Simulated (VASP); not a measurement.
Runs of VASP 6.6.1 on ZnS. The structure is that of space group F-43m (No. 216), or close to it. The cells are those of the table. 

| task | cell | cutoff (eV) | ions in elastic constants | gap on the mesh (eV) | pressure (GPa) |
| --- | --- | --- | --- | --- | --- |
| relaxation of cell and atoms | relaxed to 2 GPa from a = 3.746 Å, angles 60.0°, 2 atoms | 600 | - | 2.25 | 2.0 |
| relaxation of cell and atoms | relaxed to 4 GPa from a = 3.746 Å, angles 60.0°, 2 atoms | 600 | - | (b) | 4.0 |
| single point | a = 3.660 Å, angles 60.0°, 2 atoms | 520 | - | 2.48 | 7.3 |
| relaxation of cell and atoms | relaxed to 1 GPa from a = 3.746 Å, angles 60.0°, 2 atoms | 600 | - | 2.20 | 1.0 |
| relaxation of cell and atoms | relaxed to 7 GPa from a = 3.746 Å, angles 60.0°, 2 atoms | 600 | - | 2.47 | 7.0 |
| single point | a = 3.693 Å, angles 60.0°, 2 atoms | 520 | - | 2.36 | 4.3 |
| single point | a = 3.718 Å, angles 60.0°, 2 atoms | 520 | - | (a) | 2.3 |
| single point | a = 3.587 Å, angles 60.0°, 2 atoms | 520 | - | 2.72 | 15.4 |
| single point | a = 3.731 Å, angles 60.0°, 2 atoms | 520 | - | 2.21 | 1.3 |
| single point | a = 3.630 Å, angles 60.0°, 2 atoms | 520 | - | 2.60 | 10.3 |

Alike in all rows: level LDA; potentials or basis VASP PAW LDA potentials, release 64 (Zn, S); no spin polarisation; k mesh 8 × 8 × 8; smearing gaussian 0.01 eV.

Question: Estimate the missing entries.

Answer: (a) 2.26; (b) 2.34.

Caveats: the cell is relaxed towards a set pressure, so the enthalpy falls and the energy may rise (some runs).

A k mesh can miss the band edges.
